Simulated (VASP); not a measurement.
Input of a VASP 6.6.1 run:

INCAR

```
ALGO = Normal
EDIFF = 1E-6
EDIFFG = -0.04
ENCUT = 600
GGA = PE
IBRION = 2
ISIF = 3
ISMEAR = 0
LASPH = True
LCHARG = False
LREAL = False
LWAVE = False
NELM = 80
NSW = 90
PREC = Accurate
SIGMA = 0.1
```

File KPOINTS:

```
k-points
0
Gamma
  4 4 2
```

Contents of POSCAR:

```
InSe5
1.0
    4.6903429900      0.0000000000      0.0000000000
    0.0000000000      4.6903429900      0.0000000000
    0.0000000000      0.0000000000      8.1259973400
In Se
1 5
Direct
    0.5000000000      0.5000000000      0.0000000000
    0.0000000000      0.5000000000      0.5000000000
    0.5000000000      0.0000000000      0.5000000000
    0.5000000000      0.5000000000      0.3460903400
    0.5000000000      0.5000000000      0.6539096600
    0.0000000000      0.0000000000      0.0000000000
```

Potentials or basis: VASP PAW PBE potentials, release 64 (In_d, Se).

Command:

```sh
$ cat potpaw_PBE.64/In_d/POTCAR potpaw_PBE.64/Se/POTCAR > POTCAR
$ mpirun -np 1 vasp_std > vasp.out
```

(1) What does it give for the relaxed volume?

(2) Predict the relaxed cell.

## Answers

(1) 28.14 Å³/atom.

(2) a = 4.182 Å, b = 4.182 Å, c = 9.653 Å, α = 90.00°, β = 90.00°, γ = 90.00°.

Caveat: the k points lie up to 0.38 Å⁻¹ apart in the final cell, too coarse for converged energies and pressures of a metal; a cell axis changed by over 15 % at a fixed basis, so the end point is rough.
